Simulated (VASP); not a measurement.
NaYC3N3:

```
CELL_PARAMETERS angstrom
0.00000 5.48600 5.48600
5.48600 0.00000 5.48600
5.48600 5.48600 0.00000
ATOMIC_POSITIONS crystal
Na 0.25000 0.25000 0.25000
Na 0.75000 0.75000 0.75000
Y 0.00000 0.00000 0.00000
Y 0.50000 0.50000 0.50000
C 0.80806 0.19194 0.19194
C 0.19194 0.80806 0.19194
C 0.19194 0.19194 0.80806
C 0.19194 0.80806 0.80806
C 0.80806 0.19194 0.80806
C 0.80806 0.80806 0.19194
N 0.70142 0.29858 0.29858
N 0.29858 0.70142 0.29858
N 0.29858 0.29858 0.70142
N 0.29858 0.70142 0.70142
N 0.70142 0.29858 0.70142
N 0.70142 0.70142 0.29858
```

```yaml
Program: VASP 6.6.1
Task: relaxation of cell and atoms
Functional: PBE
Potentials_or_basis: VASP PAW PBE potentials, release 64 (Na_pv, Y_sv, C, N)
Cutoff: 600 eV
k_mesh: 4 × 4 × 4
Occupations: gaussian, width 0.1 eV
Spin: no spin polarisation
```

At the start: pressure 16.9 GPa; volume 20.64 Å³/atom.

**Question.** Where does the relaxation end?

**Answer.** Over 7 steps the energy falls by 329.6 meV/atom and the volume is 26.90 Å³/atom (+30.4 %); space group Fm-3m (No. 225, to 0.1 Å) before and after.

Step by step:
| step | energy change (eV) | largest force (eV/Å) | pressure (GPa) | volume (Å³) |
| --- | --- | --- | --- | --- |
| 1 | 0.0000 | 2.7571 | 16.86 | 330.22 |
| 2 | -5.1464 | 1.2885 | -1.93 | 445.27 |
| 3 | -5.1790 | 1.2034 | -0.84 | 431.88 |
| 4 | -2.8351 | 11.0663 | 8.38 | 428.07 |
| 5 | -5.2114 | 0.4122 | 0.00 | 431.43 |
| 6 | -5.2492 | 0.2663 | 0.01 | 431.07 |
| 7 | -5.2730 | 0.0140 | 0.07 | 430.47 |

Final structure:
```yaml
crystal:
  lattice:
    - [0.00000, 5.99292, 5.99292]
    - [5.99292, 0.00000, 5.99292]
    - [5.99292, 5.99292, 0.00000]
  atoms:
    - { symbol: Na, position: [0.25000, 0.25000, 0.25000] }
    - { symbol: Na, position: [0.75000, 0.75000, 0.75000] }
    - { symbol: Y, position: [0.00000, 0.00000, 0.00000] }
    - { symbol: Y, position: [0.50000, 0.50000, 0.50000] }
    - { symbol: C, position: [0.79366, 0.20634, 0.20634] }
    - { symbol: C, position: [0.20634, 0.79366, 0.20634] }
    - { symbol: C, position: [0.20634, 0.20634, 0.79366] }
    - { symbol: C, position: [0.20634, 0.79366, 0.79366] }
    - { symbol: C, position: [0.79366, 0.20634, 0.79366] }
    - { symbol: C, position: [0.79366, 0.79366, 0.20634] }
    - { symbol: N, position: [0.69484, 0.30516, 0.30516] }
    - { symbol: N, position: [0.30516, 0.69484, 0.30516] }
    - { symbol: N, position: [0.30516, 0.30516, 0.69484] }
    - { symbol: N, position: [0.30516, 0.69484, 0.69484] }
    - { symbol: N, position: [0.69484, 0.30516, 0.69484] }
    - { symbol: N, position: [0.69484, 0.69484, 0.30516] }
```

Caveat: the volume moved by over 15 % at a fixed basis, so the end points are rough.
